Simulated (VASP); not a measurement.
# SrBr2 (MoS2 1H type) (P-6m2) in VASP: relaxation of cell and atoms with LDA

Aim: the relaxation of cell and atoms of SrBr2 (MoS2 1H type) with LDA.

Everything below comes from runs of VASP 6.6.1. Logs are shortened: lines on timing, memory, paths and dates and some standing lists are left out, and cuts for length are marked.

**1. The cell of the first run**

It takes space group P-6m2 (No. 187, hexagonal). The conventional cell has a = 3.899 Å, b = 3.899 Å, c = 7.603 Å, α = 90.00°, β = 90.00°, γ = 120.00°. Sr (site symmetry -6m2) has 6 Br at 2.95 Å and 6 Sr at 3.90 Å within 3.9 Å. Br (site symmetry 3m) has 3 Sr at 2.95 Å and 8 Br at 3.80 to 3.90 Å within 3.9 Å.

**2. Relaxation of cell and atoms, LDA**

Input file INCAR:

```
SYSTEM = SrBr2
PREC = Accurate
ENCUT = 600
EDIFF = 1E-6
ISMEAR = -1
SIGMA = 0.03
LREAL = .False.
LASPH = .True.
NELM = 80
ALGO = Normal
ISIF = 3
LWAVE = .False.
LCHARG = .False.
GGA = CA
IBRION = 2
NSW = 100
EDIFFG = -0.005
```

Input file KPOINTS:

```
regular mesh
0
Gamma
  10 10 5
  0 0 0
```

Input file POSCAR:

```
SrBr2
1.0
    3.8991949978      0.0000000000      0.0000000000
   -1.9495974989      3.3768019224      0.0000000000
    0.0000000000      0.0000000000      7.6034302457
Sr Br
1 2
Direct
    0.0000000000      0.0000000000      0.0000000000
    0.3333333333      0.6666666667      0.2500000000
    0.3333333333      0.6666666667      0.7500000000
```

Potentials or basis: VASP PAW LDA potentials, release 64 (Sr_sv, Br).

Run with:

```bash
> cat potpaw_LDA.64/Sr_sv/POTCAR potpaw_LDA.64/Br/POTCAR > POTCAR
> mpirun -np 1 vasp_std > vasp.out
```

OUTCAR:

```text
SYSTEM = SrBr2
   PREC = Accurate
   ENCUT = 600
   EDIFF = 1E-6
   ISMEAR = -1
   LREAL = .False.
   LASPH = .True.
   NELM = 80
   ISIF = 3
   GGA = CA
   IBRION = 2
   NSW = 100
   EDIFFG = -0.005

 ion  position               nearest neighbor table
   1  0.000  0.000  0.000-   2 2.95   3 2.95   2 2.95   3 2.95   2 2.95   3 2.95
   2  0.333  0.667  0.250-   1 2.95   1 2.95   1 2.95
   3  0.333  0.667  0.750-   1 2.95   1 2.95   1 2.95

  LATTYP: Found a hexagonal cell.
 ALAT       =     3.8991949978
 C/A-ratio  =     1.9500000000

  Lattice vectors:

 A1 = (   3.8991949978,   0.0000000000,   0.0000000000)
 A2 = (  -1.9495974989,   3.3768019224,   0.0000000000)
 A3 = (   0.0000000000,   0.0000000000,   7.6034302457)

Analysis of symmetry for initial positions (statically):
=====================================================================
 Subroutine PRICEL returns:
 Original cell was already a primitive cell.

 Routine SETGRP: Setting up the symmetry group for a
 hexagonal supercell.

 Subroutine GETGRP returns: Found 12 space group operations
 (whereof 12 operations were pure point group operations)
 out of a pool of 24 trial point group operations.

The static configuration has the point symmetry D_3h.

Analysis of symmetry for dynamics (positions and initial velocities):
=====================================================================
 Subroutine PRICEL returns:
 Original cell was already a primitive cell.

 Routine SETGRP: Setting up the symmetry group for a
 hexagonal supercell.

 Subroutine GETGRP returns: Found 12 space group operations
 (whereof 12 operations were pure point group operations)
 out of a pool of 24 trial point group operations.

The dynamic configuration has the point symmetry D_3h.

 Subroutine INISYM returns: Found 12 space group operations
 (whereof 12 operations are pure point group operations),
 and found     1 'primitive' translations

----------------------------------------------------------------------------------------

                                     Primitive cell

  volume of cell :     100.1129

  direct lattice vectors                    reciprocal lattice vectors
     3.899194998  0.000000000  0.000000000     0.256463193  0.148069094  0.000000000
    -1.949597499  3.376801922  0.000000000     0.000000000  0.296138187  0.000000000
     0.000000000  0.000000000  7.603430246     0.000000000  0.000000000  0.131519586

  length of vectors
     3.899194998  3.899194998  7.603430246     0.296138187  0.296138187  0.131519586

  position of ions in fractional coordinates (direct lattice)
     0.000000000  0.000000000  0.000000000
     0.333333333  0.666666667  0.250000000
[... 78 lines left out ...]
   NELM   =     80;   NELMIN=  2; NELMDL= -5     # of ELM steps
   EDIFF  = 0.1E-05   stopping-criterion for ELM
   LREAL  =      F    real-space projection
   EDIFFG = -.5E-02   stopping-criterion for IOM
   NSW    =    100    number of steps for IOM
   IBRION =      2    ionic relax: 0-MD 1-quasi-New 2-CG
   NFREE  =      1    steps in history (QN), initial steepest desc. (CG)
   ISIF   =      3    stress and relaxation
   ISYM   =      2    0-nonsym 1-usesym 2-fastsym
   POTIM  = 0.5000    time-step for ionic-motion
   TEBEG  =    0.0;   TEEND  =   0.0 temperature during run
   PSTRESS=    0.0 pullay stress
   NELECT =      24.0000    total number of electrons
   NUPDOWN=      -1.0000    fix difference up-down
   EMIN   =  10.00;   EMAX   =-10.00  energy-range for DOS
   EFERMI =   0.00;   METHOD = LEGACY
   ISMEAR =    -1;   SIGMA  =   0.03  broadening in eV -4-tet -1-fermi 0-gaus
   EFERMI_NEDOS =   21; number of points for ismear=-14 and -15
   IALGO  =     38    algorithm
   IMIX   =      4    mixing-type and parameters
     AMIX     =   0.40;   BMIX     =  1.00
     AMIX_MAG =   1.60;   BMIX_MAG =  1.00
  volume/ion in A,a.u.               =      33.37       225.20
  Fermi-wavevector in a.u.,A,eV,Ry     =   1.016987  1.921826 14.071984  1.034262
  Thomas-Fermi vector in A             =   2.150362
   LORBIT       =      0    0 simple, 1 ext, 2 COOP (PROOUT), +10 PAW based schemes
   GGA     = CA    functional components
   LHFCALC =     F    Hartree Fock is set to
   AEXX    =    0.0000 exact exchange contribution
   IVDW    =     0    specifies the selected vdW correction
   LEPSILON=     F    determine dielectric tensor
   LRPA    =     F    only Hartree local field effects (RPA)
 conjugate gradient relaxation of ions
 non-spin polarized calculation
  energy-cutoff  :      600.00
  volume of cell :      100.11
 maximum number of plane-waves:      3366
 NGX is ok and might be reduce to    32
   NGX = 15   NGY = 15   NGZ = 31

--------------------------------------- Ionic step        1  -------------------------------------------

 number of electron      23.9999999 magnetization

 Free energy of the ion-electron system (eV)
  ---------------------------------------------------
  ext. energy  EPLUGINS =         0.00000000
  ---------------------------------------------------
  free energy    TOTEN  =       -11.86037241 eV

  energy without entropy =      -11.86037241  energy(sigma->0) =      -11.86037241

 E-fermi :   0.1211     XC(G=0):  -8.4180

 val. band max:       -0.6159160481   @ k =   0.0000   0.0000   0.0000
 cond. band min:       3.0888063317   @ k =   0.5000  -0.0000   0.0000
 fundamental gap:      3.7047223798
 Fermi energy:         0.1210766125

 k-point     1 :       0.0000    0.0000    0.0000
  band No.  band energies     occupation
      1     -33.4321      2.00000
      2     -16.0139      2.00000
      3     -15.4931      2.00000
      4     -15.4931      2.00000
      5     -13.7389      2.00000
      6     -12.8979      2.00000
[... 551 lines left out ...]
  FREE ENERGIE OF THE ION-ELECTRON SYSTEM (eV)
  ---------------------------------------------------
  free  energy   TOTEN  =       -12.0295937164 eV

  energy  without entropy=      -12.0295937164  energy(sigma->0) =      -12.02959372

[... ionic steps 4 to 21 ...]

--------------------------------------- Ionic step       22  -------------------------------------------

 number of electron      23.9999998 magnetization

------------------------ aborting loop because EDIFF is reached ----------------------------------------
[... 69 lines left out ...]
--------------------------------------- Ionic step       24  -------------------------------------------

 number of electron      23.9999999 magnetization

 Free energy of the ion-electron system (eV)
  ---------------------------------------------------
  ext. energy  EPLUGINS =         0.00000000
  ---------------------------------------------------
  free energy    TOTEN  =       -12.06852476 eV

  energy without entropy =      -12.06852476  energy(sigma->0) =      -12.06852476

 E-fermi :  -0.1229     XC(G=0):  -7.9430

 val. band max:       -0.8456642689   @ k =   0.1000  -0.0000   0.0000
 cond. band min:       2.8314285022   @ k =   0.0000   0.0000   0.0000
 fundamental gap:      3.6770927711
 Fermi energy:        -0.1229118879

 k-point     1 :       0.0000    0.0000    0.0000
  band No.  band energies     occupation
      1     -34.1684      2.00000
      2     -16.5357      2.00000
      3     -16.2703      2.00000
      4     -16.2703      2.00000
      5     -14.1889      2.00000
      6     -13.5047      2.00000
[... 477 lines left out ...]
  FREE ENERGIE OF THE ION-ELECTRON SYSTEM (eV)
  ---------------------------------------------------
  free  energy   TOTEN  =       -12.0685247554 eV

  energy  without entropy=      -12.0685247554  energy(sigma->0) =      -12.06852476

 reached required accuracy - stopping structural energy minimisation
```

OSZICAR:

```text
N       E                     dE             d eps       ncg     rms          rms(c)
DAV:   1     0.162844464108E+03    0.16284E+03   -0.11991E+04  1344   0.147E+03
[... 174 lines left out ...]
       N       E                     dE             d eps       ncg     rms          rms(c)
DAV:   1    -0.120687066753E+02   -0.19064E-03   -0.14068E-02  1344   0.757E-01    0.848E-02
DAV:   2    -0.120685915091E+02    0.11517E-03   -0.45487E-04  1760   0.152E-01    0.408E-02
DAV:   3    -0.120685322445E+02    0.59265E-04   -0.91428E-05  2048   0.640E-02    0.247E-02
DAV:   4    -0.120685260127E+02    0.62318E-05   -0.17981E-05  2368   0.236E-02    0.165E-02
DAV:   5    -0.120685247546E+02    0.12580E-05   -0.44488E-06  2096   0.124E-02    0.405E-03
DAV:   6    -0.120685247554E+02   -0.77421E-09   -0.86441E-07  1408   0.581E-03
  24 F= -.12068525E+02 E0= -.12068525E+02  d E =-.172066E-04
```

Wall time 8.3 min (1 thread of Intel Xeon Platinum 8488C (Sapphire Rapids), shared host); peak memory 0.27 GiB.

What came out:

| Property | Result |
| --- | --- |
| Free energy | -12.0685 eV |
| Relaxed volume | 37.31 Å³/atom |
| Relaxed cell | a = 4.209 Å, b = 4.209 Å, c = 7.294 Å, α = 90.00°, β = 90.00°, γ = 120.00° |
| Space group after relaxing (to 0.1 Å) | P-6m2 (No. 187) |
| Energy gained by relaxing | 69.4 meV/atom |
| Ionic steps | 24 |
| Pressure after relaxing | 0.0 GPa |
| Band gap on the k mesh | 3.68 eV |

Step by step:
```tsv
step	energy change (eV)	largest force (eV/Å)	pressure (GPa)	volume (Å³)
1	0.0000	0.0697	2.51	100.11
2	-0.1456	0.2928	0.17	107.80
3	-0.1692	0.4289	-1.20	114.21
4	-0.1704	0.4056	-0.95	112.96
5	-0.2075	0.0559	-0.10	111.42
6	-0.2077	0.0252	-0.02	111.29
7	-0.2077	0.0172	0.00	111.25
8	-0.2078	0.0133	0.02	111.25
9	-0.2079	0.0007	0.07	111.23
10	-0.2080	0.0063	0.08	111.36
11	-0.2081	0.0224	-0.04	111.76
12	-0.2081	0.0197	-0.04	111.70
13	-0.2080	0.0126	-0.03	111.53
14	-0.2080	0.0091	0.00	111.45
15	-0.2080	0.0104	0.03	111.47
16	-0.2080	0.0120	0.02	111.50
17	-0.2080	0.0126	0.02	111.52
18	-0.2081	0.0121	0.02	111.55
19	-0.2081	0.0104	0.02	111.64
20	-0.2081	0.0067	-0.01	111.83
21	-0.2081	0.0039	0.00	111.82
22	-0.2081	0.0044	0.03	111.79
23	-0.2081	0.0034	0.03	111.82
24	-0.2082	0.0006	0.02	111.92
```

Final structure:
```yaml
crystal:
  lattice:
    - [4.20910, 0.00000, 0.00000]
    - [-2.10455, 3.64519, 0.00000]
    - [0.00000, 0.00000, 7.29430]
  atoms:
    - { symbol: Sr, position: [0.00000, 0.00000, 0.00000] }
    - { symbol: Br, position: [0.33333, 0.66667, 0.24401] }
    - { symbol: Br, position: [0.33333, 0.66667, 0.75599] }
```

Caveat: an odd mesh through Γ misses points on the zone boundary, where band edges can lie.
